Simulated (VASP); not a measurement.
Write the native input for VASP 6.6.1 that does the following.

```
Task                   : single point
Functional             : r2SCAN
Potentials or basis    : VASP PAW PBE potentials, release 64 (Mg, S)
Cutoff                 : 520 eV
k mesh                 : 8 × 8 × 8
Occupations            : gaussian, width 0.01 eV
Spin                   : no spin polarisation
Dipole correction      : no
Further INCAR settings : ALGO = Normal; EDIFF = 1e-06; NBANDS = 11
```

Crystal: MgS.

```
Mg S
1.0
     0.00000    2.71764    2.71764
     2.71764    0.00000    2.71764
     2.71764    2.71764    0.00000
Mg S
1 1
Direct
  0.00000 0.00000 0.00000
  0.25000 0.25000 0.25000
```

This cell differs from its parent crystal: strain -4.0%.

These files were run (other wordings do the same):

POSCAR

```
MgS
1.0
    0.0000000000      2.7176417676      2.7176417676
    2.7176417676      0.0000000000      2.7176417676
    2.7176417676      2.7176417676      0.0000000000
Mg S
1 1
Direct
    0.0000000000      0.0000000000      0.0000000000
    0.2500000000      0.2500000000      0.2500000000
```

INCAR.step1

```
PREC = Accurate ; ENCUT = 520
ISMEAR = 0 ; SIGMA = 0.01
LREAL = F ; LASPH = T
NELM = 80 ; NBANDS = 11
GGA = PE ; ALGO = Normal
EDIFF = 1E-4 ; LWAVE = T
LCHARG = F
```

INCAR.step2

```
PREC = Accurate ; ENCUT = 520
EDIFF = 1E-6 ; ISMEAR = 0
SIGMA = 0.01 ; LREAL = F
LASPH = T ; NELM = 80
ALGO = Normal ; ISIF = 2
LWAVE = F ; LCHARG = T
METAGGA = R2SCAN ; LMIXTAU = T
LELF = T ; LVHAR = T
NBANDS = 11 ; ISTART = 1
```

KPOINTS

```
Automatic mesh
0
Gamma
  8 8 8
```

Potentials or basis: VASP PAW PBE potentials, release 64 (Mg, S).

Command:

```bash
$ cat potpaw_PBE.64/Mg/POTCAR potpaw_PBE.64/S/POTCAR > POTCAR
$ cp INCAR.step1 INCAR
$ mpirun -np 1 vasp_std > vasp.out
$ cp INCAR.step2 INCAR
$ mpirun -np 1 vasp_std > vasp.out
```

Results of the run:

```yaml
Pressure: 9.1 GPa
Band_gap_on_the_k_mesh: 4.21 eV, indirect (least direct gap 4.82 eV)
```

Caveat: the cell differs from its parent crystal (strain -4.0%); the PAW data sets were made with another functional, which shifts forces and pressure a little.

Wall time 32 s on 1 thread of Intel(R) Xeon(R) 6975P-C (Granite Rapids) (shared host), peak memory 0.17 GiB.
